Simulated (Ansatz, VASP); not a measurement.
**Cu in VASP and in Ansatz**

INCAR

```
SYSTEM = Cu
PREC = Accurate ; ENCUT = 600
EDIFF = 1E-6 ; ISMEAR = 0
SIGMA = 0.1 ; LREAL = .False.
LASPH = .True. ; NELM = 100
ALGO = Normal ; ISIF = 3
LWAVE = .False. ; LCHARG = .False.
GGA = PE ; IVDW = 12
IBRION = 2 ; NSW = 100
EDIFFG = -0.05
```

File KPOINTS:

```
Automatic mesh
0
Gamma
  10 10 10
  0 0 0
```

File POSCAR:

```
Cu
1.0
    0.0000000000      1.8250000000      1.8250000000
    1.8250000000      0.0000000000      1.8250000000
    1.8250000000      1.8250000000      0.0000000000
Cu
1
Direct
    0.0000000000      0.0000000000      0.0000000000
```

Input for Ansatz:

```yaml
crystal:
  lattice:
    - [0.0, 1.825, 1.825]
    - [1.825, 0.0, 1.825]
    - [1.825, 1.825, 0.0]
  atoms:
    - { symbol: Cu, position: [0.0, 0.0, 0.0] }
basis:
  ecutwfc: 420
kpoints:
  mp_grid: { grid: [10, 10, 10] }
hamiltonian:
  xc: pbe
  dispersion: d3bj
  pseudopotentials: { kind: paw, azcp: { folder: soft_1 } }
scf:
  occupations: { method: gaussian, width: 0.1 }
output:
  forces: true
  stress: true
  eigenvalues: true
relax:
  adjacent_minimum: "off"
  f_tol: 0.05
  max_steps: 80
  cell: { stress_tol: 0.5 }
```

Alike in both runs: task relaxation of cell and atoms; functional PBE; dispersion D3(BJ); k mesh 10 × 10 × 10; occupations gaussian, width 0.1 eV; no spin polarisation.

|  | VASP | Ansatz |
| --- | --- | --- |
| version | VASP 6.6.1 | Ansatz 0.2.0 |
| potentials or method | VASP PAW PBE potentials, release 64 (Cu), cutoff 600 eV | scalar-relativistic, plane waves, PAW |
| valence electrons in the cell | 11 | 19 |

|  | VASP | Ansatz | Ansatz less VASP |
| --- | --- | --- | --- |
| gap on the k mesh at the Fermi level, each at its own relaxed structure (eV) | none | none | - |
| relaxed volume (Å³/atom) | 11.35 | 11.31 | -0.043 |
| relaxed cell length with the largest relative difference (Å) | 2.523 | 2.519 | -0.0032 |

A gap of «none» marks a metal or a gap that the smearing closes. VASP's potentials hold 11 valence electrons a cell and Ansatz's 19, so a difference there can come from the potentials and not from the codes.
